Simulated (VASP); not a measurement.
# HoNbSe3 (P6mm) in VASP: notebook, part 2 of 3

VASP 6.6.1.

**4. Single point, PBE**

This run uses another cell than the first one, of 29.81 Å³/atom.

File INCAR:

```
SYSTEM = HoNbSe3
  ALGO = Normal
  EDIFF = 1E-6
  ENCUT = 500
  GGA = PE
  GGA_COMPAT = .False.
  ISIF = 2
  ISMEAR = 0
  LASPH = .True.
  LCHARG = .True.
  LELF = .True.
  LMAXMIX = 6
  LREAL = .False.
  LVHAR = .True.
  LWAVE = .False.
  NBANDS = 28
  NELM = 200
  PREC = Accurate
  SIGMA = 0.1
```

File KPOINTS:

```
k-points
0
Gamma
  12 12 6
  0 0 0
```

File POSCAR:

```
HoNbSe3
1.0
    4.6960283812      0.0000000000      0.0000000000
   -2.3480141906      4.0668798750      0.0000000000
    0.0000000000      0.0000000000      7.8049332934
Ho Nb Se
1 1 3
Direct
    0.0000000000      0.0000000000      0.9302184771
    0.0000000000      0.0000000000      0.2828128601
    0.3333333333      0.6666666667      0.1697135873
    0.6666666667      0.3333333333      0.1697135873
    0.0000000000      0.0000000000      0.5933699281
```

Potentials or basis: VASP PAW PBE potentials, release 64 (Ho_3, Nb_sv, Se), 4f in core.

Run with:

```
cat potpaw_PBE.64/Ho_3/POTCAR potpaw_PBE.64/Nb_sv/POTCAR potpaw_PBE.64/Se/POTCAR > POTCAR
mpirun -np 1 vasp_std > vasp.out
```

OUTCAR:

```text
SYSTEM = HoNbSe3
   EDIFF = 1E-6
   ENCUT = 500
   GGA = PE
   ISIF = 2
   ISMEAR = 0
   LASPH = .True.
   LREAL = .False.
   NELM = 200
   PREC = Accurate

 ion  position               nearest neighbor table
   1  0.000  0.000  0.930-   5 2.63   2 2.75   4 3.29   3 3.29   3 3.29   4 3.29   4 3.29   3 3.29

   2  0.000  0.000  0.283-   5 2.42   1 2.75   4 2.85   3 2.85   3 2.85   4 2.85   4 2.85   3 2.85

   3  0.333  0.667  0.170-   4 2.71   4 2.71   4 2.71   2 2.85   2 2.85   2 2.85   1 3.29   1 3.29
                             1 3.29
   4  0.667  0.333  0.170-   3 2.71   3 2.71   3 2.71   2 2.85   2 2.85   2 2.85   1 3.29   1 3.29
                             1 3.29
   5  0.000  0.000  0.593-   2 2.42   1 2.63
[... 950 lines left out ...]
  -------------------------------------------------------------------------------------
  Total        0.0938727      0.0938727      0.2595375      0.0000000     -0.0000000      0.0000000
  in kB        1.0089943      1.0089943      2.7896481      0.0000000     -0.0000000      0.0000000
  external PRESSURE =       1.6025456 kB  Pullay stress =       0.0000000 kB

 VOLUME and BASIS-vectors are now :
 -----------------------------------------------------------------------------
  energy-cutoff  :      500.00
  volume of cell :      149.06
      direct lattice vectors                 reciprocal lattice vectors
     4.696028381  0.000000000  0.000000000     0.212945902  0.122944374  0.000000000
    -2.348014191  4.066879875  0.000000000     0.000000000  0.245888748  0.000000000
     0.000000000  0.000000000  7.804933293     0.000000000  0.000000000  0.128124093

 POSITION                                       TOTAL-FORCE (eV/Angst)
 -----------------------------------------------------------------------------------
      0.00000      0.00000      7.26029         0.000000      0.000000     -0.074643
      0.00000      0.00000      2.20734        -0.000000     -0.000000      0.047397
     -0.00000      2.71125      1.32460        -0.000000      0.000000      0.031981
      2.34801      1.35563      1.32460         0.000000     -0.000000      0.031981
      0.00000      0.00000      4.63121         0.000000     -0.000000     -0.036715
 -----------------------------------------------------------------------------------
    total drift:                               -0.000000     -0.000000      0.000749

  FREE ENERGIE OF THE ION-ELECTRON SYSTEM (eV)
  ---------------------------------------------------
  free  energy   TOTEN  =       -26.3978620018 eV

  energy  without entropy=      -26.3818733151  energy(sigma->0) =      -26.38986766
```

stdout:

```text
POSCAR found type information on POSCAR HoNbSe
 POSCAR found :  3 types and       5 ions
 scaLAPACK will be used
 LDA part: xc-table for (Slater+PW92), standard interpolation
 POSCAR, INCAR and KPOINTS ok, starting setup
 FFT: planning ... GRIDC
 FFT: planning ... GRID_SOFT
 FFT: planning ... GRID
 WAVECAR not read
 entering main loop
```

Wall time 2.8 min (1 thread of Intel Xeon 6975P-C (Granite Rapids), shared host); peak memory 0.46 GiB.

What came out:

| Property | Result |
| --- | --- |
| Free energy | -26.3979 eV |
| Pressure | 0.2 GPa |
| Largest force | 0.075 eV/Å |
| Band gap on the k mesh | zero (bands 20 and 21 overlap by 0.45 eV) |

Forces in eV/Å, atoms in the order of the input:
```
Ho   0.000  0.000 -0.075
Nb   0.000  0.000  0.047
Se   0.000  0.000  0.032
Se   0.000  0.000  0.032
Se   0.000  0.000 -0.037
```

Caveat: spin-orbit coupling is left out, which moves the levels of the heavy elements; the 4f electrons are frozen in the core, so they carry no moment and show no levels; the run has no spin polarisation, though such a crystal can be magnetic.

**5. Single point, PBE, collinear spin**

File INCAR:

```
ALGO = Normal ; EDIFF = 1E-6
ENCUT = 500 ; GGA = PE
GGA_COMPAT = F ; ISIF = 2
ISMEAR = 0 ; ISPIN = 2
LASPH = T ; LCHARG = F
LMAXMIX = 6 ; LORBIT = 11
LREAL = F ; LWAVE = F
MAGMOM = 0.05 1.77 -0.03 -0.03 0.02 ; NBANDS = 32
NELM = 200 ; PREC = Accurate
SIGMA = 0.1
```

File KPOINTS:

```
k-points
0
Gamma
  6 6 2
```

File POSCAR:

```
HoNbSe3
1.0
    4.5986459900      0.0000000000      0.0000000000
   -2.2993229900      3.9825442500      0.0000000000
    0.0000000000      0.0000000000      8.4850717300
Ho Nb Se
1 1 3
Direct
    0.0000000000      0.0000000000      0.7246585800
    0.0000000000      0.0000000000      0.1713710200
    0.3333333300      0.6666666700      0.3942178500
    0.6666666700      0.3333333300      0.3942178500
    0.0000000000      0.0000000000      0.4613631400
```

Potentials or basis: VASP PAW PBE potentials, release 64 (Ho_3, Nb_sv, Se), 4f in core.

Run with:

```
cat potpaw_PBE.64/Ho_3/POTCAR potpaw_PBE.64/Nb_sv/POTCAR potpaw_PBE.64/Se/POTCAR > POTCAR
mpirun -np 1 vasp_std > vasp.out
```

OUTCAR:

```text
EDIFF = 1E-6
   ENCUT = 500
   GGA = PE
   ISIF = 2
   ISMEAR = 0
   ISPIN = 2
   LASPH = T
   LORBIT = 11
   LREAL = F
   NELM = 200
   PREC = Accurate

 ion  position               nearest neighbor table
   1  0.000  0.000  0.725-   5 2.23
   2  0.000  0.000  0.171-   5 2.46
   3  0.333  0.667  0.394-   4 2.66   4 2.66   4 2.66   5 2.72   5 2.72   5 2.72
   4  0.667  0.333  0.394-   3 2.66   3 2.66   3 2.66   5 2.72   5 2.72   5 2.72
   5  0.000  0.000  0.461-   1 2.23   2 2.46   3 2.72   4 2.72   3 2.72   4 2.72   4 2.72   3 2.72

  LATTYP: Found a hexagonal cell.
 ALAT       =     4.5986459900
 C/A-ratio  =     1.8451239231

  Lattice vectors:

 A1 = (   4.5986459900,   0.0000000000,   0.0000000000)
 A2 = (  -2.2993229900,   3.9825442500,   0.0000000000)
 A3 = (   0.0000000000,   0.0000000000,   8.4850717300)

Analysis of symmetry for initial positions (statically):
=====================================================================
 Subroutine PRICEL returns:
 Original cell was already a primitive cell.

 Routine SETGRP: Setting up the symmetry group for a
 hexagonal supercell.

 Subroutine GETGRP returns: Found 12 space group operations
 (whereof 12 operations were pure point group operations)
 out of a pool of 24 trial point group operations.

The static configuration has the point symmetry C_6v.

Analysis of symmetry for dynamics (positions and initial velocities):
=====================================================================
 Subroutine PRICEL returns:
 Original cell was already a primitive cell.

 Routine SETGRP: Setting up the symmetry group for a
 hexagonal supercell.

 Subroutine GETGRP returns: Found 12 space group operations
 (whereof 12 operations were pure point group operations)
 out of a pool of 24 trial point group operations.

The dynamic configuration has the point symmetry C_6v.

Analysis of structural, dynamic, and magnetic symmetry:
=====================================================================
 Subroutine PRICEL returns:
 Original cell was already a primitive cell.

 Routine SETGRP: Setting up the symmetry group for a
 hexagonal supercell.

 Subroutine GETGRP returns: Found 12 space group operations
 (whereof 12 operations were pure point group operations)
 out of a pool of 24 trial point group operations.

The overall configuration has the point symmetry C_6v.

 Subroutine INISYM returns: Found 12 space group operations
 (whereof 12 operations are pure point group operations),
 and found     1 'primitive' translations

----------------------------------------------------------------------------------------

                                     Primitive cell

  volume of cell :     155.3982

  direct lattice vectors                    reciprocal lattice vectors
     4.598645990  0.000000000  0.000000000     0.217455312  0.125547883  0.000000000
    -2.299322990  3.982544250  0.000000000     0.000000000  0.251095766  0.000000000
     0.000000000  0.000000000  8.485071730     0.000000000  0.000000000  0.117854042

[... 77 lines left out ...]
   NELM   =    200;   NELMIN=  2; NELMDL= -5     # of ELM steps
   EDIFF  = 0.1E-05   stopping-criterion for ELM
   LREAL  =      F    real-space projection
   EDIFFG = 0.1E-04   stopping-criterion for IOM
   NSW    =      0    number of steps for IOM
   IBRION =     -1    ionic relax: 0-MD 1-quasi-New 2-CG
   NFREE  =      0    steps in history (QN), initial steepest desc. (CG)
   ISIF   =      2    stress and relaxation
   ISYM   =      2    0-nonsym 1-usesym 2-fastsym
   POTIM  = 0.5000    time-step for ionic-motion
   TEBEG  =    0.0;   TEEND  =   0.0 temperature during run
   PSTRESS=    0.0 pullay stress
   NELECT =      40.0000    total number of electrons
   NUPDOWN=      -1.0000    fix difference up-down
   EMIN   =  10.00;   EMAX   =-10.00  energy-range for DOS
   EFERMI =   0.00;   METHOD = LEGACY
   ISMEAR =     0;   SIGMA  =   0.10  broadening in eV -4-tet -1-fermi 0-gaus
   EFERMI_NEDOS =   21; number of points for ismear=-14 and -15
   IALGO  =     38    algorithm
   IMIX   =      4    mixing-type and parameters
     AMIX     =   0.40;   BMIX     =  1.00
     AMIX_MAG =   1.60;   BMIX_MAG =  1.00
  volume/ion in A,a.u.               =      31.08       209.74
  Fermi-wavevector in a.u.,A,eV,Ry     =   1.041389  1.967939 14.755383  1.084490
  Thomas-Fermi vector in A             =   2.176007
   LORBIT       =     11    0 simple, 1 ext, 2 COOP (PROOUT), +10 PAW based schemes
   GGA     = PE    functional components
   LHFCALC =     F    Hartree Fock is set to
   AEXX    =    0.0000 exact exchange contribution
   IVDW    =     0    specifies the selected vdW correction
   LEPSILON=     F    determine dielectric tensor
   LRPA    =     F    only Hartree local field effects (RPA)
 spin polarized calculation
 Gauss-broadening in eV      SIGMA  =   0.10
  energy-cutoff  :      500.00
  volume of cell :      155.40
 maximum number of plane-waves:      3973
 NGX is ok and might be reduce to    36
   NGX = 17   NGY = 17   NGZ = 31

 number of electron      40.0000004 magnetization       0.0517927

 number of electron      40.0000004 magnetization      -0.0224316

 Free energy of the ion-electron system (eV)
  ---------------------------------------------------
  ext. energy  EPLUGINS =         0.00000000
  ---------------------------------------------------
  free energy    TOTEN  =       -17.51978967 eV

  energy without entropy =      -17.47228981  energy(sigma->0) =      -17.49603974

 E-fermi :   3.6946     XC(G=0):  -8.7782

 val. band max:        3.6921128978   @ k =   0.0000   0.0000   0.0000
 cond. band min:       3.6959236198   @ k =   0.5000  -0.0000   0.0000
 fundamental gap:      0.0038107220
 Fermi energy:         3.6945681467

 spin component 1

 k-point     1 :       0.0000    0.0000    0.0000
  band No.  band energies     occupation
      1     -52.0061      1.00000
      2     -28.0926      1.00000
      3     -28.0926      1.00000
      4     -28.0225      1.00000
      5     -21.6963      1.00000
      6     -21.3423      1.00000
[... 479 lines left out ...]
     31       7.3433      0.00000
     32       7.7594      0.00000
 Fermi energy:         3.6945681467

 spin component 2

 k-point     1 :       0.0000    0.0000    0.0000
  band No.  band energies     occupation
      1     -52.0335      1.00000
      2     -28.1620      1.00000
      3     -28.1620      1.00000
      4     -27.9781      1.00000
      5     -21.6881      1.00000
      6     -21.3469      1.00000
[... 479 lines left out ...]
     31       7.3673      0.00000
     32       7.7517      0.00000

------------------------ aborting loop because EDIFF is reached ----------------------------------------

  FORCE on cell =-STRESS in cart. coord.  units (eV):
  Direction    XX          YY          ZZ          XY          YZ          ZX
  --------------------------------------------------------------------------------------
  -------------------------------------------------------------------------------------
  Total        7.5731182      7.5731182      9.0820007      0.0000000      0.0000000      0.0000000
  in kB       78.0798936     78.0798936     93.6366804      0.0000001      0.0000000      0.0000000
  external PRESSURE =      83.2654892 kB  Pullay stress =       0.0000000 kB

 VOLUME and BASIS-vectors are now :
 -----------------------------------------------------------------------------
  energy-cutoff  :      500.00
  volume of cell :      155.40
      direct lattice vectors                 reciprocal lattice vectors
     4.598645990  0.000000000  0.000000000     0.217455312  0.125547883  0.000000000
    -2.299322990  3.982544250  0.000000000     0.000000000  0.251095766  0.000000000
     0.000000000  0.000000000  8.485071730     0.000000000  0.000000000  0.117854042

 POSITION                                       TOTAL-FORCE (eV/Angst)
 -----------------------------------------------------------------------------------
      0.00000      0.00000      6.14878         0.000000     -0.000000      6.743306
      0.00000      0.00000      1.45410         0.000000     -0.000000      1.245206
     -0.00000      2.65503      3.34497         0.000000     -0.000000     -1.969410
      2.29932      1.32751      3.34497        -0.000000      0.000000     -1.969410
      0.00000      0.00000      3.91470         0.000000     -0.000000     -4.049692
 -----------------------------------------------------------------------------------
    total drift:                               -0.000000     -0.000000     -0.000331

  FREE ENERGIE OF THE ION-ELECTRON SYSTEM (eV)
  ---------------------------------------------------
  free  energy   TOTEN  =       -17.5197896729 eV

  energy  without entropy=      -17.4722898121  energy(sigma->0) =      -17.49603974

 total charge

# of ion       s       p       d       tot
------------------------------------------
    1        0.425   6.476   1.290   8.191
    2        2.118   5.912   2.507  10.537
    3        1.552   2.109   0.094   3.755
    4        1.552   2.109   0.094   3.755
    5        1.509   2.427   0.160   4.096
--------------------------------------------------
tot          7.156  19.034   4.144  30.334

 magnetization (x)

# of ion       s       p       d       tot
------------------------------------------
    1        0.001   0.003  -0.001   0.003
    2        0.001   0.001  -0.038  -0.036
    3       -0.000   0.003  -0.000   0.003
    4       -0.000   0.003  -0.000   0.003
    5        0.001  -0.003   0.001  -0.000
--------------------------------------------------
tot          0.003   0.008  -0.038  -0.028
```

OSZICAR:

```text
N       E                     dE             d eps       ncg     rms          rms(c)
DAV:   1     0.364876688452E+03    0.36488E+03   -0.16363E+04  1800   0.107E+03
DAV:   2     0.218207199371E+02   -0.34306E+03   -0.32724E+03  2640   0.394E+02
DAV:   3    -0.167491058451E+02   -0.38570E+02   -0.36706E+02  3296   0.107E+02
[... 27 lines left out ...]
DAV:  31    -0.175197841252E+02   -0.30521E-05   -0.39586E-05  2464   0.142E-02    0.408E-03
DAV:  32    -0.175197874225E+02   -0.32973E-05   -0.10107E-04  2256   0.208E-02    0.239E-03
DAV:  33    -0.175197888098E+02   -0.13873E-05   -0.30900E-05  2840   0.134E-02    0.162E-03
DAV:  34    -0.175197894604E+02   -0.65067E-06   -0.17664E-05  2160   0.906E-03    0.157E-03
DAV:  35    -0.175197896729E+02   -0.21249E-06   -0.50286E-06  1768   0.616E-03
   1 F= -.17519790E+02 E0= -.17496040E+02  d E =-.474999E-01  mag=    -0.0222
```

stdout:

```text
POSCAR found type information on POSCAR HoNbSe
 POSCAR found :  3 types and       5 ions
 scaLAPACK will be used
 LDA part: xc-table for (Slater+PW92), standard interpolation
 POSCAR, INCAR and KPOINTS ok, starting setup
 FFT: planning ... GRIDC
 FFT: planning ... GRID_SOFT
 FFT: planning ... GRID
 WAVECAR not read
 entering main loop
```

Run time: 3.8 min. Hardware: 1 thread of Intel Xeon 6975P-C (Granite Rapids), shared host; peak memory 0.42 GiB.

What came out:

| Item | Value |
| --- | --- |
| Free energy | -17.5198 eV |
| Pressure | 8.3 GPa |
| Largest force | 6.743 eV/Å |
| Band gap on the k mesh | zero (filled and empty bands overlap) |
| Net moment | -0.02 μB per cell |
| Site moments | Ho +0.00; Nb -0.04; Se +0.00, -0.00 (each value once) μB |
| Valence electrons inside the program's atomic spheres | Ho 8.19; Nb 10.54; Se 3.75, 4.10 (each value once) |

Forces on the atoms (eV/Å):
```
Ho   0.000  0.000  6.743
Nb   0.000  0.000  1.245
Se   0.000  0.000 -1.969
Se   0.000  0.000 -1.969
Se   0.000  0.000 -4.050
```

Levels at points of the mesh, in eV from the Fermi level:
Spin up:
| k point | band 17 | band 18 | band 19 | band 20 | band 21 | band 22 | band 23 | band 24 |
| --- | --- | --- | --- | --- | --- | --- | --- | --- |
| (0.00, 0.00, 0.00) | -2.34 | -0.89 | 0.00 | 0.01 | 0.01 | 0.02 | 0.02 | 0.85 |
| (0.50, 0.00, 0.00) | -1.23 | -0.70 | -0.32 | -0.21 | 0.00 | 0.34 | 0.80 | 1.02 |
| (0.00, 0.00, 0.50) | -1.75 | -0.96 | -0.89 | -0.21 | -0.21 | -0.01 | -0.01 | 1.48 |
| (0.50, 0.00, 0.50) | -1.24 | -0.50 | -0.32 | -0.06 | -0.02 | 0.30 | 0.79 | 1.26 |
Spin down:
```csv
k point,band 17,band 18,band 19,band 20,band 21,band 22,band 23,band 24
"(0.00, 0.00, 0.00)",-2.33,-0.88,-0.08,-0.08,0.03,0.03,0.09,0.81
"(0.50, 0.00, 0.00)",-1.23,-0.67,-0.38,-0.20,0.02,0.39,0.80,0.97
"(0.00, 0.00, 0.50)",-1.76,-0.94,-0.88,-0.20,-0.20,-0.11,-0.11,1.45
"(0.50, 0.00, 0.50)",-1.24,-0.48,-0.37,-0.07,-0.04,0.31,0.79,1.20
```

Caveat: the k points lie up to 0.37 Å⁻¹ apart; the magnetic or orbital state may not be the lowest; spin-orbit coupling is left out, which moves the levels of the heavy elements; the 4f electrons are frozen in the core, so they carry no moment and show no levels; forces of over 1 eV/Å act on the atoms, so gaps and moduli don't describe the material at rest. With open d or f shells a metallic result of PBE can be an artefact of self-interaction; +U or a hybrid may open a gap.

(Part 2 of 3 ends here.)
